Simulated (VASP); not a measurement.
Runs of VASP 6.6.1 on AlGaN. The structure is that of space group P4_2/mmc (No. 131), or close to it. The cells are those of the table. 

```tsv
task	spin	cell	k mesh	cutoff (eV)	gap on the mesh (eV)	pressure (GPa)
single point	off	a = 5.291, b = 5.291, c = 4.121 Å, 6 atoms	4 × 4 × 4	520	none	0.3
relaxation of cell and atoms	off	relaxed from a = 4.164, b = 4.164, c = 5.031 Å, 6 atoms	4 × 4 × 4	600	none	-0.1
single point	collinear, ferromagnetic start	a = 4.164, b = 4.164, c = 5.031 Å, 6 atoms	4 × 4 × 4	520	none	25.1
single point	off	a = 5.249, b = 5.249, c = 4.150 Å, 6 atoms	8 × 8 × 10	520	none	(a)
single point	off	a = 4.164, b = 4.164, c = 5.031 Å, 6 atoms	4 × 4 × 4	520	none	25.1
```

Alike in all rows: level PBE; potentials or basis VASP PAW PBE potentials, release 64 (Al, Ga_d, N); smearing gaussian 0.1 eV.

Problem. Fill in the values left out.

Solution. (a) 0.1.

Caveats: some runs use coarse meshes.

A k mesh can miss the band edges, and the runs leave out spin-orbit coupling on Ga.

A gap of «none» marks levels without a gap at the run's occupations.
